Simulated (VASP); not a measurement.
A run of VASP 6.6.1 is set up as follows.

POSCAR

```
BiB
1.0
    0.0000000000      2.7448744764      2.7448744764
    2.7448744764      0.0000000000      2.7448744764
    2.7448744764      2.7448744764      0.0000000000
B Bi
1 1
Direct
    0.0000000000      0.0000000000      0.0000000000
    0.2500000000      0.2500000000      0.2500000000
```

The input INCAR.step1:

```
SYSTEM = BiB
PREC = Accurate
ENCUT = 520
ISMEAR = 0
SIGMA = 0.01
LREAL = .False.
LASPH = .True.
NELM = 80
NBANDS = 16
GGA = PE
ALGO = Normal
EDIFF = 1E-4
LWAVE = .True.
LCHARG = .False.
```

Contents of INCAR.step2:

```
SYSTEM = BiB
PREC = Accurate
ENCUT = 520
EDIFF = 1E-6
ISMEAR = 0
SIGMA = 0.01
LREAL = .False.
LASPH = .True.
NELM = 80
ALGO = Normal
ISIF = 2
LWAVE = .False.
LCHARG = .True.
METAGGA = R2SCAN
LMIXTAU = .True.
LELF = .True.
LVHAR = .True.
NBANDS = 16
ISTART = 1
```

The input KPOINTS:

```
regular mesh
0
Gamma
  8 8 8
  0 0 0
```

Potentials or basis: VASP PAW PBE potentials, release 64 (B, Bi_d).

Run with:

```sh
$ cat potpaw_PBE.64/B/POTCAR potpaw_PBE.64/Bi_d/POTCAR > POTCAR
$ cp INCAR.step1 INCAR
$ mpirun -np 1 vasp_std > vasp.out
$ cp INCAR.step2 INCAR
$ mpirun -np 1 vasp_std > vasp.out
```

(1) Estimate the band gap on the k mesh.

(2) Estimate the pressure.

Results:

(1) 0.39 eV, direct.

(2) -0.1 GPa.

Caveat: the PAW data sets were made with another functional, which shifts forces and pressure a little; spin-orbit coupling is left out, which moves the levels of the heavy elements.
